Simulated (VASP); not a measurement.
Set up this calculation in VASP 6.6.1, as the native input.

```yaml
Task: relaxation of the atoms
Functional: PBEsol
Potentials_or_basis: VASP PAW PBE potentials, release 64 (Si, Mg, O)
Cutoff: 520 eV
k_mesh: 1 × 1 × 1, shifted
Occupations: fermi-dirac, width 0.05 eV
Spin: collinear spin
Dipole_correction: no
Further_INCAR_settings: LREAL = Auto; ALGO = Normal; EDIFF = 1e-07; ISYM = -1; IBRION = 2; EDIFFG = -0.03; NSW = 100
```

The structure of MgSi11O24 (a cell with a defect) lies in POSCAR:

```
MgSi11O24
1.0
    8.3886930000      0.0000000000      0.0000000000
    0.0000000000      8.3886930000      0.0000000000
    0.0000000000      0.0000000000      8.0356430000
Si Mg O
22 2 48
Direct
    0.9946290000      0.0010300000      0.0034300000
    0.9968650000      0.9951430000      0.3328230000
    0.0031000000      0.9993110000      0.6692830000
    0.9976690000      0.5031480000      0.9993580000
    0.0011660000      0.4951190000      0.3342490000
    0.0031770000      0.4969770000      0.6678670000
    0.5019030000      0.9978810000      0.0036630000
    0.5022810000      0.0028000000      0.3343520000
    0.4998230000      0.9993380000      0.6663370000
    0.5005460000      0.4984030000      0.0023770000
    0.5011350000      0.5012420000      0.6637430000
    0.2530900000      0.2505420000      0.5003940000
    0.2468260000      0.2542400000      0.8388700000
    0.2517570000      0.7478990000      0.1655180000
    0.2495380000      0.7498840000      0.4998780000
    0.2511490000      0.7505710000      0.8332240000
    0.7512000000      0.2486670000      0.1608660000
    0.7497690000      0.2480930000      0.4992380000
    0.7506940000      0.2521000000      0.8349460000
    0.7515480000      0.7498010000      0.1637590000
    0.7474570000      0.7480390000      0.5018310000
    0.7478220000      0.7494940000      0.8354010000
    0.4982730000      0.4984920000      0.3369040000
    0.2485530000      0.2502260000      0.1661630000
    0.1564410000      0.1473340000      0.9985200000
    0.1495060000      0.1503950000      0.3349790000
    0.1566960000      0.1529180000      0.6682260000
    0.1549340000      0.6498160000      0.9977330000
    0.1540390000      0.6488130000      0.3319630000
    0.1508270000      0.6541700000      0.6667600000
    0.6523490000      0.1529700000      0.9989170000
    0.6516840000      0.1534670000      0.3375310000
    0.6553530000      0.1486730000      0.6704110000
    0.6526930000      0.6549450000      0.0018480000
    0.6562220000      0.6521070000      0.3316460000
    0.6491700000      0.6560500000      0.6674070000
    0.3479960000      0.3496200000      0.9982380000
    0.3458690000      0.3424250000      0.3336580000
    0.3461450000      0.3469230000      0.6656750000
    0.3539550000      0.8491410000      0.9988140000
    0.3471990000      0.8460610000      0.3316760000
    0.3504280000      0.8498250000      0.6651330000
    0.8438940000      0.3454060000      0.9986980000
    0.8484460000      0.3453080000      0.3309300000
    0.8476320000      0.3498900000      0.6680480000
    0.8481300000      0.8493800000      0.0034110000
    0.8472700000      0.8484540000      0.3333090000
    0.8430820000      0.8477210000      0.6640940000
    0.0965170000      0.4026640000      0.1638050000
    0.0959320000      0.4035080000      0.5012270000
    0.0979980000      0.4045710000      0.8379280000
    0.0936220000      0.9057490000      0.1635920000
    0.0944280000      0.9059870000      0.5032450000
    0.0994490000      0.8998420000      0.8325740000
    0.5959400000      0.4028670000      0.1680610000
    0.5955030000      0.4043820000      0.5016450000
    0.5955830000      0.4000140000      0.8280540000
    0.5985380000      0.9037620000      0.1678310000
    0.5970540000      0.9030650000      0.4983720000
    0.6014120000      0.9006670000      0.8324160000
    0.4023810000      0.0983080000      0.1702250000
    0.4030340000      0.0969420000      0.4996850000
    0.4068970000      0.0972180000      0.8361520000
    0.4019880000      0.5956740000      0.1713680000
    0.4006920000      0.5921950000      0.4994870000
    0.4046290000      0.5954700000      0.8283610000
    0.8979910000      0.0995070000      0.1677690000
    0.8998690000      0.0971160000      0.5018850000
    0.9005780000      0.0982720000      0.8296000000
    0.9003120000      0.5967470000      0.1679810000
    0.9019920000      0.5965580000      0.5032840000
    0.9005790000      0.5980980000      0.8360720000
```

The input as run:

INCAR

```
PREC = Accurate
ENCUT = 520
EDIFF = 1E-7
ISMEAR = -1
SIGMA = 0.05
LREAL = Auto
LASPH = T
NELM = 200
ALGO = Normal
ISIF = 2
LWAVE = F
LCHARG = F
ISPIN = 2
MAGMOM = 0 0 0 0 0 0 0 0 0 0 0 0 0 0 0 0 0 0 0 0 0 0 0.154 0.154 0.154 0.154 0 0 0 0 0 0 0 0 0.154 0 0.154 0.154 0 0 0 0 0 0 0 0 0 0 0.154 0 0 0 0 0 0.154 0.154 0 0 0 0 0.154 0 0 0.154 0.154 0 0 0 0 0 0 0
LORBIT = 11
GGA = PS
IBRION = 2
NSW = 100
EDIFFG = -0.03
ISYM = -1
GGA_COMPAT = F
NELMIN = 4
KPAR = 1
```

KPOINTS

```
explicit points
1
Reciprocal
  0.25000000   0.25000000   0.25000000 1
```

Potentials or basis: VASP PAW PBE potentials, release 64 (Si, Mg, O).

Run with:

```sh
$ cat potpaw_PBE.64/Si/POTCAR potpaw_PBE.64/Mg/POTCAR potpaw_PBE.64/O/POTCAR > POTCAR
$ mpirun -np 8 vasp_std > vasp.out
```

It gave:

```yaml
Energy_gained_by_relaxing: 65.0 meV/atom
Ionic_steps: 18
Pressure_after_relaxing: 8.4 GPa
Largest_force_after_relaxing: 0.017 eV/Å
Net_moment: -0.01 μB per cell
Valence_electrons_inside_the_program's_atomic_spheres: Si 1.48, 1.50, 1.49, 1.53, 1.47, 1.51 (each value once); Mg 0.58, 0.57; O 5.22, 5.20, 5.19, 5.21, 5.18, 5.24, 5.13, 5.23 (each value once)
```

Caveat: the PAW data sets were made with another functional, which shifts forces and pressure a little.

Wall time 36 min on 8 MPI ranks on Intel(R) Xeon(R) Platinum 8259CL CPU @ 2.50GHz (Skylake/Cascade Lake), with other jobs on the host, peak memory 0.26 GiB a rank.
